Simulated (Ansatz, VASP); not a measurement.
**Two plane-wave programs on CsLi2**

File INCAR:

```
PREC = Accurate ; ENCUT = 520
EDIFF = 1E-7 ; ISMEAR = 0
SIGMA = 0.1 ; LREAL = F
LASPH = T ; NELM = 100
ALGO = Normal ; ISIF = 2
LWAVE = F ; LCHARG = T
GGA = PE ; LELF = T
LVHAR = T ; NBANDS = 24
```

KPOINTS

```
Automatic mesh
0
Gamma
  4 4 4
```

The input POSCAR:

```
CsLi2
1.0
    4.3883647832      0.0000000000      0.0000000000
    0.0000000000      4.3883647832      0.0000000000
    0.0000000000      0.0000000000      6.6957740217
Cs Li
2 4
Direct
    0.0000000000      0.5000000000      0.7000000000
    0.5000000000      0.0000000000      0.3000000000
    0.0000000000      0.0000000000      0.0000000000
    0.5000000000      0.5000000000      0.0000000000
    0.0000000000      0.5000000000      0.2700000000
    0.5000000000      0.0000000000      0.7300000000
```

Input for Ansatz:

```yaml
crystal:
  lattice:
    - [4.3883647832, 0.0, 0.0]
    - [0.0, 4.3883647832, 0.0]
    - [0.0, 0.0, 6.6957740217]
  atoms:
    - { symbol: Cs, position: [0.0, 0.5, 0.7] }
    - { symbol: Cs, position: [0.5, 0.0, 0.3] }
    - { symbol: Li, position: [0.0, 0.0, 0.0] }
    - { symbol: Li, position: [0.5, 0.5, 0.0] }
    - { symbol: Li, position: [0.0, 0.5, 0.27] }
    - { symbol: Li, position: [0.5, 0.0, 0.73] }
basis:
  ecutwfc: 420
kpoints:
  mp_grid: { grid: [4, 4, 4] }
hamiltonian:
  xc: pbe
scf:
  occupations: { method: gaussian, width: 0.1 }
  lower_state_search: "off"
output:
  forces: true
  stress: true
  eigenvalues: true
```

Alike in both runs: task single point; functional PBE; k mesh 4 × 4 × 4; occupations gaussian, width 0.1 eV; no spin polarisation.

|  | VASP | Ansatz |
| --- | --- | --- |
| version | VASP 6.6.1 | Ansatz 0.2.0 |
| potentials or method | VASP PAW PBE potentials, release 64 (Cs_sv, Li_sv), cutoff 520 eV | scalar-relativistic, plane waves, PAW |
| valence electrons in the cell | 30 | 30 |

VASP gave:

```
gap on the k mesh at the Fermi level (eV) : none
rms of the force components (eV/Å)        : 0.352
```

Problem. Estimate Ansatz's values.

Solution. gap on the k mesh at the Fermi level (eV): none; rms of the force components (eV/Å): 0.355.

Atom by atom the forces differ by 0.004 eV/Å (rms over components). A gap of «none» marks a metal or a gap that the smearing closes. The functional is the same, so the differences come from potentials, cutoffs and numerics.

Neither program's run includes spin-orbit coupling. Noted on VASP's run: the cutoff is short for stress, so the pressure is rough.
